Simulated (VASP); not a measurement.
# Sr (I4/mmm) in VASP: notebook

The runs below take Sr through single point, with r2SCAN.

Program: VASP 6.6.1. These are calculated values, not measurements. Logs are shortened: lines on timing, memory, paths and dates and some standing lists are left out, and cuts for length are marked.

## 1. The cell of the first run

Symmetry: I4/mmm, No. 139, tetragonal system. Conventional cell: a = 4.850 Å, b = 4.850 Å, c = 4.995 Å, α = 90.00°, β = 90.00°, γ = 90.00°. Within 5.6 Å of Sr (site symmetry 4/mmm) lie 14 Sr at 4.24 to 5.00 Å.

## 2. Single point, r2SCAN (strain +0.000 along x and y, +0.030 along z)

Contents of POSCAR:

```
Sr
1.0
   -2.4250000000      2.4250000000      2.4977500000
    2.4250000000     -2.4250000000      2.4977500000
    2.4250000000      2.4250000000     -2.4977500000
Sr
1
Direct
    0.0000000000      0.0000000000      0.0000000000
```

Contents of INCAR.step1:

```
ALGO = Normal
EDIFF = 1E-4
ENCUT = 520
GGA = PE
ISMEAR = 0
LASPH = T
LCHARG = F
LREAL = F
LWAVE = T
NBANDS = 11
NELM = 80
PREC = Accurate
SIGMA = 0.15
```

Contents of INCAR.step2:

```
ALGO = Normal
EDIFF = 1E-6
ENCUT = 520
ISIF = 2
ISMEAR = 0
ISTART = 1
LASPH = T
LCHARG = F
LMIXTAU = T
LREAL = F
LWAVE = F
METAGGA = R2SCAN
NBANDS = 11
NELM = 80
PREC = Accurate
SIGMA = 0.15
```

Contents of KPOINTS:

```
k-points
0
Gamma
  14 14 14
```

Potentials or basis: VASP PAW PBE potentials, release 64 (Sr_sv).

Started as:

```sh
> cat potpaw_PBE.64/Sr_sv/POTCAR > POTCAR
> cp INCAR.step1 INCAR
> mpirun -np 1 vasp_std > vasp.out
> cp INCAR.step2 INCAR
> mpirun -np 1 vasp_std > vasp.out
```

OUTCAR:

```text
EDIFF = 1E-6
   ENCUT = 520
   ISIF = 2
   ISMEAR = 0
   ISTART = 1
   LASPH = T
   LREAL = F
   METAGGA = R2SCAN
   NELM = 80
   PREC = Accurate

 ion  position               nearest neighbor table
   1  0.000  0.000  0.000-

  LATTYP: Found a body centered tetragonal cell.
 ALAT       =     4.8500000000
 C/A-ratio  =     1.0300000000

  Lattice vectors:

 A1 = (  -2.4250000000,   2.4250000000,   2.4977500000)
 A2 = (   2.4250000000,  -2.4250000000,   2.4977500000)
 A3 = (   2.4250000000,   2.4250000000,  -2.4977500000)

Analysis of symmetry for initial positions (statically):
=====================================================================
 Subroutine PRICEL returns:
 Original cell was already a primitive cell.

 Routine SETGRP: Setting up the symmetry group for a
 body centered tetragonal supercell.

 Subroutine GETGRP returns: Found 16 space group operations
 (whereof 16 operations were pure point group operations)
 out of a pool of 16 trial point group operations.

The static configuration has the point symmetry D_4h.

Analysis of symmetry for dynamics (positions and initial velocities):
=====================================================================
 Subroutine PRICEL returns:
 Original cell was already a primitive cell.

 Routine SETGRP: Setting up the symmetry group for a
 body centered tetragonal supercell.

 Subroutine GETGRP returns: Found 16 space group operations
 (whereof 16 operations were pure point group operations)
 out of a pool of 16 trial point group operations.

The dynamic configuration has the point symmetry D_4h.

 Subroutine INISYM returns: Found 16 space group operations
 (whereof 16 operations are pure point group operations),
 and found     1 'primitive' translations

----------------------------------------------------------------------------------------

                                     Primitive cell

  volume of cell :      58.7533

  direct lattice vectors                    reciprocal lattice vectors
    -2.425000000  2.425000000  2.497750000     0.000000000  0.206185567  0.200180162
     2.425000000 -2.425000000  2.497750000     0.206185567  0.000000000  0.200180162
     2.425000000  2.425000000 -2.497750000     0.206185567  0.206185567  0.000000000

  length of vectors
     4.242641284  4.242641284  4.242641284     0.287375339  0.287375339  0.291590425

  position of ions in fractional coordinates (direct lattice)
[... 76 lines left out ...]
   NELM   =     80;   NELMIN=  2; NELMDL=  0     # of ELM steps
   EDIFF  = 0.1E-05   stopping-criterion for ELM
   LREAL  =      F    real-space projection
[... 7 lines left out ...]
   TEBEG  =    0.0;   TEEND  =   0.0 temperature during run
   PSTRESS=    0.0 pullay stress
   NELECT =      10.0000    total number of electrons
   NUPDOWN=      -1.0000    fix difference up-down
   EMIN   =  10.00;   EMAX   =-10.00  energy-range for DOS
   EFERMI =   0.00;   METHOD = LEGACY
   ISMEAR =     0;   SIGMA  =   0.15  broadening in eV -4-tet -1-fermi 0-gaus
   EFERMI_NEDOS =   21; number of points for ismear=-14 and -15
   IALGO  =     38    algorithm
   IMIX   =      4    mixing-type and parameters
     AMIX     =   0.40;   BMIX     =  1.00
     AMIX_MAG =   1.60;   BMIX_MAG =  1.00
  volume/ion in A,a.u.               =      58.75       396.49
  Fermi-wavevector in a.u.,A,eV,Ry     =   0.907258  1.714469 11.199181  0.823117
  Thomas-Fermi vector in A             =   2.031044
   LORBIT       =      0    0 simple, 1 ext, 2 COOP (PROOUT), +10 PAW based schemes
   METAGGA = R2SCAN    functional components
   LHFCALC =     F    Hartree Fock is set to
   AEXX    =    0.0000 exact exchange contribution
   IVDW    =     0    specifies the selected vdW correction
   LEPSILON=     F    determine dielectric tensor
   LRPA    =     F    only Hartree local field effects (RPA)
 non-spin polarized calculation
 Gauss-broadening in eV      SIGMA  =   0.15
  energy-cutoff  :      520.00
  volume of cell :       58.75
 maximum number of plane-waves:      1603
   NGX = 15   NGY = 15   NGZ = 15

 number of electron      10.0000000 magnetization

 Free energy of the ion-electron system (eV)
  ---------------------------------------------------
  ext. energy  EPLUGINS =         0.00000000
  ---------------------------------------------------
  free energy    TOTEN  =       -15.09272801 eV

  energy without entropy =      -15.07488677  energy(sigma->0) =      -15.08380739

 E-fermi :   1.4025     XC(G=0):  -7.5799

 val. band max:        1.3934752504   @ k =   0.3571   0.2857   0.0000
 cond. band min:       1.4030156377   @ k =  -0.0714   0.5000   0.0714
 fundamental gap:      0.0095403873
 Fermi energy:         1.4025276493

 k-point     1 :       0.0000    0.0000    0.0000
  band No.  band energies     occupation
      1     -36.7721      2.00000
      2     -18.0401      2.00000
      3     -18.0401      2.00000
      4     -18.0365      2.00000
      5      -2.3409      2.00000
      6       3.9968      0.00000
      7       3.9968      0.00000
      8       4.1615      0.00000
      9       5.2176      0.00000
     10       5.4492      0.00000
     11       9.5482      0.00000
[... 309 lines left out ...]
 k-point    24 :       0.2857    0.1429    0.0000
  band No.  band energies     occupation
      1     -36.7617      2.00000
      2     -18.1681      2.00000
      3     -18.0896      2.00000
      4     -18.0471      2.00000
      5      -0.2744      2.00000
      6       2.1979      0.00000
      7       2.9044      0.00000
      8       5.0370      0.00000
      9       5.5800      0.00000
     10       6.1136      0.00000
     11       7.8041      0.00000

 [... further k-points ...]

------------------------ aborting loop because EDIFF is reached ----------------------------------------

  FORCE on cell =-STRESS in cart. coord.  units (eV):
  Direction    XX          YY          ZZ          XY          YZ          ZX
  --------------------------------------------------------------------------------------
  -------------------------------------------------------------------------------------
  Total       -0.1763168     -0.1763168     -0.1676239      0.0000000      0.0000000      0.0000000
  in kB       -4.8080809     -4.8080809     -4.5710312      0.0000000      0.0000000      0.0000000
  external PRESSURE =      -4.7290644 kB  Pullay stress =       0.0000000 kB

 VOLUME and BASIS-vectors are now :
 -----------------------------------------------------------------------------
  energy-cutoff  :      520.00
  volume of cell :       58.75
      direct lattice vectors                 reciprocal lattice vectors
    -2.425000000  2.425000000  2.497750000     0.000000000  0.206185567  0.200180162
     2.425000000 -2.425000000  2.497750000     0.206185567  0.000000000  0.200180162
     2.425000000  2.425000000 -2.497750000     0.206185567  0.206185567  0.000000000

 POSITION                                       TOTAL-FORCE (eV/Angst)
 -----------------------------------------------------------------------------------
      0.00000      0.00000      0.00000        -0.000000      0.000000     -0.000000
 -----------------------------------------------------------------------------------
    total drift:                                0.000000      0.000000     -0.000000

  FREE ENERGIE OF THE ION-ELECTRON SYSTEM (eV)
  ---------------------------------------------------
  free  energy   TOTEN  =       -15.0927280088 eV

  energy  without entropy=      -15.0748867725  energy(sigma->0) =      -15.08380739
```

OSZICAR.step1:

```text
N       E                     dE             d eps       ncg     rms          rms(c)
DAV:   1     0.365565136586E+02    0.36557E+02   -0.46948E+03  5376   0.774E+02
DAV:   2     0.137356098727E+00   -0.36419E+02   -0.35819E+02  6269   0.151E+02
DAV:   3    -0.154860112393E+01   -0.16860E+01   -0.16654E+01  8019   0.239E+01
DAV:   4    -0.161730599340E+01   -0.68705E-01   -0.68557E-01  7045   0.460E+00
DAV:   5    -0.161924382814E+01   -0.19378E-02   -0.19377E-02  7844   0.576E-01    0.104E+01
DAV:   6    -0.162263529825E+01   -0.33915E-02   -0.73095E-03  6513   0.951E-01    0.586E+00
DAV:   7    -0.162522405253E+01   -0.25888E-02   -0.12408E-02  5961   0.124E+00    0.296E-01
DAV:   8    -0.162531197339E+01   -0.87921E-04   -0.15150E-03  8384   0.232E-01    0.705E-02
DAV:   9    -0.162533657637E+01   -0.24603E-04   -0.20323E-05  4099   0.393E-02
   1 F= -.16253366E+01 E0= -.16173096E+01  d E =-.160540E-01
```

Run time: 2.7 min. Hardware: 1 thread of Intel Xeon 6975P-C (Granite Rapids), shared host; peak memory 0.29 GiB.

What came out:

```yaml
Free_energy: -15.0927 eV
Pressure: -0.5 GPa
Band_gap_on_the_k_mesh: zero (bands 5 and 6 overlap by 0.26 eV)
```

Levels at points of the mesh, in eV from the Fermi level:
```
           k point  band 2  band 3  band 4  band 5  band 6  band 7  band 8  band 9
(0.00, 0.00, 0.00)  -19.44  -19.44  -19.44   -3.74    2.59    2.59    2.76    3.82
(0.50, 0.00, 0.00)  -19.60  -19.50  -19.44   -0.94    0.01    1.51    3.68    4.40
(0.50, 0.50, 0.00)  -19.60  -19.50  -19.45   -0.88    0.09    1.32    3.90    4.49
(0.50, 0.50, 0.50)  -19.56  -19.56  -19.56   -0.05    0.02    3.32    3.74    3.74
```

Caveat: the cell differs from its parent crystal (strain +0.000 along x and y, +0.030 along z); the PAW data sets were made with another functional, which shifts forces and pressure a little.

## 3. Single point, r2SCAN (strain +0.015 along x and y, +0.000 along z)

Contents of POSCAR:

```
Sr
1.0
   -2.4613750000      2.4613750000      2.4250000000
    2.4613750000     -2.4613750000      2.4250000000
    2.4613750000      2.4613750000     -2.4250000000
Sr
1
Direct
    0.0000000000      0.0000000000      0.0000000000
```

Contents of INCAR.step1:

```
SYSTEM = Sr
  ALGO = Normal
  EDIFF = 1E-4
  ENCUT = 520
  GGA = PE
  ISMEAR = 0
  LASPH = .TRUE.
  LCHARG = .FALSE.
  LREAL = .FALSE.
  LWAVE = .TRUE.
  NBANDS = 11
  NELM = 80
  PREC = Accurate
  SIGMA = 0.15
```

Contents of INCAR.step2:

```
SYSTEM = Sr
  ALGO = Normal
  EDIFF = 1E-6
  ENCUT = 520
  ISIF = 2
  ISMEAR = 0
  ISTART = 1
  LASPH = .TRUE.
  LCHARG = .FALSE.
  LMIXTAU = .TRUE.
  LREAL = .FALSE.
  LWAVE = .FALSE.
  METAGGA = R2SCAN
  NBANDS = 11
  NELM = 80
  PREC = Accurate
  SIGMA = 0.15
```

Contents of KPOINTS:

```
k-points
0
G
  14 14 14
  0 0 0
```

Potentials or basis: VASP PAW PBE potentials, release 64 (Sr_sv).

Started as:

```sh
> cat potpaw_PBE.64/Sr_sv/POTCAR > POTCAR
> cp INCAR.step1 INCAR
> mpirun -np 1 vasp_std > vasp.out
> cp INCAR.step2 INCAR
> mpirun -np 1 vasp_std > vasp.out
```

It took 2.5 min on 1 thread of Intel Xeon 6975P-C (Granite Rapids), shared host; peak memory 0.3 GiB.

Results (log left out):

* Free energy: -15.0926 eV
* Pressure: -0.5 GPa
* Band gap on the k mesh: zero (bands 5 and 6 overlap by 0.28 eV)

Levels at points of the mesh, in eV from the Fermi level:
```csv
k point,band 3,band 4,band 5,band 6,band 7,band 8
"(0.00, 0.00, 0.00)",-19.44,-19.44,-3.74,2.59,2.67,2.67
"(0.50, 0.00, 0.00)",-19.50,-19.44,-0.91,0.05,1.41,3.79
"(0.50, 0.50, 0.00)",-19.50,-19.44,-0.94,0.00,1.51,3.70
"(0.50, 0.50, 0.50)",-19.56,-19.56,-0.04,0.00,3.52,3.52
```

Caveat: the cell differs from its parent crystal (strain +0.015 along x and y, +0.000 along z); the PAW data sets were made with another functional, which shifts forces and pressure a little.
